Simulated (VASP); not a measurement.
Here is a VASP 6.6.1 calculation.

Contents of POSCAR:

```
SnO2
1.0
    4.3793991577      0.0000000000      0.0000000000
    0.0000000000      4.3793991577      0.0000000000
    0.0000000000      0.0000000000      3.0725424948
Sn O
2 4
Direct
    0.0000000000      0.0000000000      0.0000000000
    0.5000000000      0.5000000000      0.5000000000
    0.3058934984      0.3058934984      0.0000000000
    0.1941065016      0.8058934984      0.5000000000
    0.6941065016      0.6941065016      0.0000000000
    0.8058934984      0.1941065016      0.5000000000
```

Contents of INCAR.step1:

```
SYSTEM = SnO2
  PREC = Accurate
  ENCUT = 520
  ISMEAR = 0
  SIGMA = 0.05
  LREAL = .FALSE.
  LASPH = .TRUE.
  NELM = 60
  NBANDS = 35
  GGA = PE
  ALGO = Normal
  EDIFF = 1E-4
  LWAVE = .TRUE.
  LCHARG = .FALSE.
```

Contents of INCAR.step2:

```
SYSTEM = SnO2
  PREC = Accurate
  ENCUT = 520
  EDIFF = 1E-6
  ISMEAR = 0
  SIGMA = 0.05
  LREAL = .FALSE.
  LASPH = .TRUE.
  NELM = 60
  ALGO = Normal
  ISIF = 2
  LWAVE = .FALSE.
  LCHARG = .FALSE.
  METAGGA = R2SCAN
  LMIXTAU = .TRUE.
  NBANDS = 35
  ISTART = 1
```

The input KPOINTS:

```
regular mesh
0
G
  6 6 8
  0 0 0
```

Potentials or basis: VASP PAW PBE potentials, release 64 (Sn_d, O).

Command:

```console
$ cat potpaw_PBE.64/Sn_d/POTCAR potpaw_PBE.64/O/POTCAR > POTCAR
$ cp INCAR.step1 INCAR
$ mpirun -np 1 vasp_std > vasp.out
$ cp INCAR.step2 INCAR
$ mpirun -np 1 vasp_std > vasp.out
```

Task: Estimate the pressure.

Result: 72.3 GPa.

Task: Predict the largest force.

Result: 0.201 eV/Å.

Task: What does it give for the band gap on the k mesh?

Result: 4.48 eV.

Stress tensor (GPa, compression positive):
```
71.56  0.00  0.00
 0.00 71.56  0.00
 0.00  0.00 73.85
```

Caveat: the cell differs from its parent crystal (strain -0.080 along x and y, -0.040 along z); the cell stands under pressure; the PAW data sets were made with another functional, which shifts forces and pressure a little; spin-orbit coupling is left out, which moves the levels of the heavy elements.
